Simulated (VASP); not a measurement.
# O (Fmmm) in VASP: further runs

Runs on O. Level: PBE. Tasks: electric field gradients.

Everything below comes from runs of VASP 6.6.1. Logs are shortened: lines on timing, memory, paths and dates and some standing lists are left out, and cuts for length are marked.

## 1. The cell of the first run

Symmetry: Fmmm, No. 69, orthorhombic system. The conventional cell has a = 3.018 Å, b = 4.302 Å, c = 6.422 Å, α = 90.00°, β = 90.00°, γ = 90.00°. O (site symmetry mm2) has 1 O at 1.12 Å within 1.5 Å.

## 2. Electric field gradients, PBE (z stretched by -4 % at fixed volume)

Input file INCAR:

```
PREC = Accurate
ENCUT = 520
EDIFF = 1E-8
ISMEAR = -1
SIGMA = 0.01
LREAL = F
LASPH = T
NELM = 60
ALGO = Normal
ISIF = 2
LWAVE = F
LCHARG = F
GGA = PE
LEFG = T
NBANDS = 13
```

Input file KPOINTS:

```
regular mesh
0
Gamma
  12 12 12
```

Input file POSCAR:

```
O
1.0
    0.0000000000      2.1510092115      3.2110560000
    1.5088346506      0.0000000000      3.2110560000
    1.5088346506      2.1510092115      0.0000000000
O
2
Direct
    0.0871000000      0.0871000000      0.9129000000
    0.9129000000      0.9129000000      0.0871000000
```

Potentials or basis: VASP PAW PBE potentials, release 64 (O).

Command:

```bash
$ cat potpaw_PBE.64/O/POTCAR > POTCAR
$ mpirun -np 1 vasp_std > vasp.out
```

OUTCAR:

```text
PREC = Accurate
   ENCUT = 520
   EDIFF = 1E-8
   ISMEAR = -1
   LREAL = F
   LASPH = T
   NELM = 60
   ISIF = 2
   GGA = PE

 ion  position               nearest neighbor table
   1  0.087  0.087  0.913-   2 1.12
   2  0.913  0.913  0.087-   1 1.12

  LATTYP: Found a face centered orthorhombic cell.
 ALAT       =     3.0176693012
 B/A-ratio  =     1.4256096323
 C/A-ratio  =     2.1281695769

  Lattice vectors:

 A1 = (   0.0000000000,   2.1510092115,   3.2110560000)
 A2 = (   1.5088346506,   0.0000000000,   3.2110560000)
 A3 = (   1.5088346506,   2.1510092115,   0.0000000000)

Analysis of symmetry for initial positions (statically):
=====================================================================
 Subroutine PRICEL returns:
 Original cell was already a primitive cell.

 Routine SETGRP: Setting up the symmetry group for a
 face centered orthorhombic supercell.

 Subroutine GETGRP returns: Found  8 space group operations
 (whereof  8 operations were pure point group operations)
 out of a pool of  8 trial point group operations.

The static configuration has the point symmetry D_2h.

Analysis of symmetry for dynamics (positions and initial velocities):
=====================================================================
 Subroutine PRICEL returns:
 Original cell was already a primitive cell.

 Routine SETGRP: Setting up the symmetry group for a
 face centered orthorhombic supercell.

 Subroutine GETGRP returns: Found  8 space group operations
 (whereof  8 operations were pure point group operations)
 out of a pool of  8 trial point group operations.

The dynamic configuration has the point symmetry D_2h.

 Subroutine INISYM returns: Found  8 space group operations
 (whereof  8 operations are pure point group operations),
 and found     1 'primitive' translations

----------------------------------------------------------------------------------------

                                     Primitive cell

  volume of cell :      20.8431

  direct lattice vectors                    reciprocal lattice vectors
     0.000000000  2.151009211  3.211056000    -0.331381573  0.232449028  0.155712015
     1.508834651  0.000000000  3.211056000     0.331381573 -0.232449028  0.155712015
     1.508834651  2.151009211  0.000000000     0.331381573  0.232449028 -0.155712015

  length of vectors
     3.864934833  3.547881430  2.627436513     0.433696356  0.433696356  0.433696356

  position of ions in fractional coordinates (direct lattice)
     0.087100000  0.087100000  0.912900000
     0.912900000  0.912900000  0.087100000

  ion indices of the primitive-cell ions
   primitive index   ion index
                 1           1
                 2           2

----------------------------------------------------------------------------------------

 KPOINTS: regular mesh

Automatic generation of k-mesh.
 Grid dimensions read from file:
 generate k-points for:   12   12   12

 Generating k-lattice:

  Cartesian coordinates                     Fractional coordinates (reciprocal lattice)
    -0.027615131  0.019370752  0.012976001     0.083333333  0.000000000  0.000000000
     0.027615131 -0.019370752  0.012976001    -0.000000000  0.083333333 -0.000000000
     0.027615131  0.019370752 -0.012976001     0.000000000  0.000000000  0.083333333

  Length of vectors
     0.036141363  0.036141363  0.036141363

  Shift w.r.t. Gamma in fractional coordinates (k-lattice)
     0.000000000  0.000000000  0.000000000

 Subroutine IBZKPT returns following result:
 ===========================================

 Found    280 irreducible k-points:

 Following reciprocal coordinates:
            Coordinates               Weight
  0.000000  0.000000  0.000000      1.000000
  0.083333  0.000000  0.000000      8.000000
  0.166667 -0.000000  0.000000      8.000000
  0.250000 -0.000000 -0.000000      8.000000
  0.333333 -0.000000  0.000000      8.000000
  0.416667  0.000000  0.000000      8.000000
[... 16 lines left out ...]
  0.500000  0.166667  0.000000      8.000000
 -0.416667  0.166667 -0.000000      8.000000
 [... further k-points ...]
   k-points           NKPTS =    280   k-points in BZ     NKDIM =    280   number of bands    NBANDS=     13
   number of dos      NEDOS =    301   number of ions     NIONS =      2
   total plane-waves  NPLWV =  16800
   dimension x,y,z NGX =    30 NGY =   28 NGZ =   20
   dimension x,y,z NGXF=    60 NGYF=   56 NGZF=   40
   ions per type =               2
   NGX,Y,Z   is equivalent  to a cutoff of  12.90, 13.12, 12.65 a.u.
   NGXF,Y,Z  is equivalent  to a cutoff of  25.81, 26.24, 25.31 a.u.
 SYSTEM =  unknown system
   PREC   = accura    normal or accurate (medium, high low for compatibility)
   ISTART =      0    job   : 0-new  1-cont  2-samecut
   ICHARG =      2    charge: 1-file 2-atom 10-const
   ISPIN  =      1    spin polarized calculation?
   LNONCOLLINEAR =      F non collinear calculations
   LSORBIT =      F    spin-orbit coupling
   LASPH  =      T    aspherical Exc in radial PAW
   ENCUT  =  520.0 eV  38.22 Ry    6.18 a.u.   7.19  6.60  4.89*2*pi/ulx,y,z
   NELM   =     60;   NELMIN=  2; NELMDL= -5     # of ELM steps
   EDIFF  = 0.1E-07   stopping-criterion for ELM
   LREAL  =      F    real-space projection
   EDIFFG = 0.1E-06   stopping-criterion for IOM
   NSW    =      0    number of steps for IOM
   IBRION =     -1    ionic relax: 0-MD 1-quasi-New 2-CG
   NFREE  =      0    steps in history (QN), initial steepest desc. (CG)
   ISIF   =      2    stress and relaxation
   ISYM   =      2    0-nonsym 1-usesym 2-fastsym
   POTIM  = 0.5000    time-step for ionic-motion
   TEBEG  =    0.0;   TEEND  =   0.0 temperature during run
   PSTRESS=    0.0 pullay stress
   NELECT =      12.0000    total number of electrons
   NUPDOWN=      -1.0000    fix difference up-down
   EMIN   =  10.00;   EMAX   =-10.00  energy-range for DOS
   EFERMI =   0.00;   METHOD = LEGACY
   ISMEAR =    -1;   SIGMA  =   0.01  broadening in eV -4-tet -1-fermi 0-gaus
   EFERMI_NEDOS =   21; number of points for ismear=-14 and -15
   IALGO  =     38    algorithm
   IMIX   =      4    mixing-type and parameters
     AMIX     =   0.40;   BMIX     =  1.00
     AMIX_MAG =   1.60;   BMIX_MAG =  1.00
  volume/ion in A,a.u.               =      10.42        70.33
  Fermi-wavevector in a.u.,A,eV,Ry     =   1.361909  2.573634 25.236021  1.854795
  Thomas-Fermi vector in A             =   2.488444
   LORBIT       =      0    0 simple, 1 ext, 2 COOP (PROOUT), +10 PAW based schemes
   GGA     = PE    functional components
   LHFCALC =     F    Hartree Fock is set to
   AEXX    =    0.0000 exact exchange contribution
   IVDW    =     0    specifies the selected vdW correction
   LEPSILON=     F    determine dielectric tensor
   LRPA    =     F    only Hartree local field effects (RPA)
 non-spin polarized calculation
  energy-cutoff  :      520.00
  volume of cell :       20.84
 maximum number of plane-waves:       582
 NGX is ok and might be reduce to    30
   NGX = 15   NGY = 13   NGZ =  9

 number of electron      12.0000000 magnetization

 Free energy of the ion-electron system (eV)
  ---------------------------------------------------
  ext. energy  EPLUGINS =         0.00000000
  ---------------------------------------------------
  free energy    TOTEN  =        -8.82122643 eV

  energy without entropy =       -8.82087323  energy(sigma->0) =       -8.82104983

 E-fermi :   1.8786     XC(G=0):  -9.8550

 val. band max:        1.8779354215   @ k =  -0.1667   0.2500   0.4167
 cond. band min:       1.8981950559   @ k =   0.4167   0.1667   0.2500
 fundamental gap:      0.0202596344
 Fermi energy:         1.8786204008

 k-point     1 :       0.0000    0.0000    0.0000
  band No.  band energies     occupation
      1     -28.5125      2.00000
      2     -11.9416      2.00000
      3      -8.3922      2.00000
      4      -5.8660      2.00000
      5      -5.6233      2.00000
      6       2.2833      0.00000
      7       2.9021      0.00000
      8      10.5955      0.00000
      9      15.1497      0.00000
     10      17.7724      0.00000
     11      21.7916      0.00000
     12      22.4250      0.00000
     13      25.9881      0.00000

 k-point     2 :       0.0833    0.0000    0.0000
  band No.  band energies     occupation
      1     -28.4858      2.00000
      2     -11.9686      2.00000
      3      -8.3215      2.00000
      4      -5.9358      2.00000
      5      -5.6844      2.00000
      6       2.2037      0.00000
      7       2.8334      0.00000
      8      10.8077      0.00000
      9      15.2098      0.00000
     10      17.6502      0.00000
     11      21.3914      0.00000
     12      22.7537      0.00000
     13      25.3151      0.00000

 k-point     3 :       0.1667   -0.0000    0.0000
  band No.  band energies     occupation
      1     -28.4130      2.00000
      2     -12.0314      2.00000
      3      -8.1647      2.00000
      4      -6.1743      2.00000
      5      -5.7668      2.00000
      6       1.9197      0.03234
      7       2.7304      0.00000
      8      11.3670      0.00000
      9      15.3322      0.00000
     10      17.4841      0.00000
     11      20.2347      0.00000
     12      23.3601      0.00000
     13      24.2411      0.00000
[... 305 lines left out ...]
 k-point    23 :       0.5000    0.1667    0.0000
  band No.  band energies     occupation
      1     -28.1837      2.00000
      2     -12.5910      2.00000
      3      -7.8638      2.00000
      4      -6.2424      2.00000
      5      -5.8929      2.00000
      6       1.2005      2.00000
      7       2.7702      0.00000
      8      12.5216      0.00000
      9      14.6904      0.00000
     10      16.7554      0.00000
     11      18.1232      0.00000
     12      22.7216      0.00000
     13      27.3929      0.00000

 k-point    24 :      -0.4167    0.1667   -0.0000
  band No.  band energies     occupation
      1     -28.1194      2.00000
      2     -12.3727      2.00000
      3      -8.2714      2.00000
      4      -6.2676      2.00000
      5      -5.8976      2.00000
      6       0.7795      2.00000
      7       2.7331      0.00000
      8      13.2719      0.00000
      9      15.0049      0.00000
     10      16.1288      0.00000
     11      18.6804      0.00000
     12      21.8246      0.00000
     13      26.9227      0.00000

 [... further k-points ...]
[... 5 lines left out ...]
  --------------------------------------------------------------------------------------
  -------------------------------------------------------------------------------------
  Total       -0.1530281     -0.9614907     15.1310916      0.0000000      0.0000000      0.0000000
  in kB      -11.7630530    -73.9084135   1163.1053347      0.0000000      0.0000000      0.0000000
  external PRESSURE =     359.1446227 kB  Pullay stress =       0.0000000 kB

 VOLUME and BASIS-vectors are now :
 -----------------------------------------------------------------------------
  energy-cutoff  :      520.00
  volume of cell :       20.84
      direct lattice vectors                 reciprocal lattice vectors
     0.000000000  2.151009211  3.211056000    -0.331381573  0.232449028  0.155712015
     1.508834651  0.000000000  3.211056000     0.331381573 -0.232449028  0.155712015
     1.508834651  2.151009211  0.000000000     0.331381573  0.232449028 -0.155712015

 POSITION                                       TOTAL-FORCE (eV/Angst)
 -----------------------------------------------------------------------------------
      1.50883      2.15101      0.55937         0.000000      0.000000     12.092091
      1.50883      2.15101      5.86275         0.000000      0.000000    -12.092091
 -----------------------------------------------------------------------------------
    total drift:                                0.000000      0.000000      0.000000

  FREE ENERGIE OF THE ION-ELECTRON SYSTEM (eV)
  ---------------------------------------------------
  free  energy   TOTEN  =        -8.8212264287 eV

  energy  without entropy=       -8.8208732270  energy(sigma->0) =       -8.82104983

 Electric field gradients (V/A^2)
---------------------------------------------------------------------
 ion       V_xx      V_yy      V_zz      V_xy      V_xz      V_yz
---------------------------------------------------------------------
   1     -55.842   -42.250    98.093    -0.000     0.001     0.001
   2     -55.842   -42.250    98.093    -0.000     0.001     0.001
---------------------------------------------------------------------

 Electric field gradients after diagonalization (V/A^2)
 (convention: |V_zz| > |V_xx| > |V_yy|)
----------------------------------------------------------------------
 ion       V_xx      V_yy      V_zz     asymmetry (V_yy - V_xx)/ V_zz
----------------------------------------------------------------------
   1     -55.842   -42.250    98.093       0.139
   2     -55.842   -42.250    98.093       0.139
----------------------------------------------------------------------

           NMR quadrupolar parameters

 Cq : quadrupolar parameter    Cq=e*Q*V_zz/h
 eta: asymmetry parameters     (V_yy - V_xx)/ V_zz
 Q  : nuclear electric quadrupole moment in mb (millibarn)
----------------------------------------------------------------------
 ion       Cq(MHz)       eta       Q (mb)
----------------------------------------------------------------------
   1       0.237       0.139       1.000
   2       0.237       0.139       1.000
----------------------------------------------------------------------
```

It took 1.8 min on 1 thread of Oxide Virtual Turin-like, shared host; peak memory 0.14 GiB.

Results:

```yaml
Free_energy: -8.8212 eV
Pressure: 35.9 GPa
Largest_force: 12.092 eV/Å
Band_gap_on_the_k_mesh: zero (band 6 reaches 2.99 eV, above the bottom of band 7 at 1.33 eV)
```

Forces on the atoms (eV/Å):
```
O     0.000   0.000  12.092
O     0.000   0.000 -12.092
```

Electric field gradients, principal values (V/Å²):
| atom | least | middle | greatest (by size) |
| --- | --- | --- | --- |
| 1 O | -42.250 | -55.842 | 98.093 |
| 2 O | -42.250 | -55.842 | 98.093 |

Caveat: the standard files for N, O and F lose accuracy on very short bonds; spin is off for a triplet molecule; without QUAD_EFG the Cq values of the log hold for a quadrupole moment of 1 mb, not for the nuclei; forces of over 1 eV/Å act on the atoms, so gaps and moduli don't describe the material at rest.

[end of part 1 of 2]
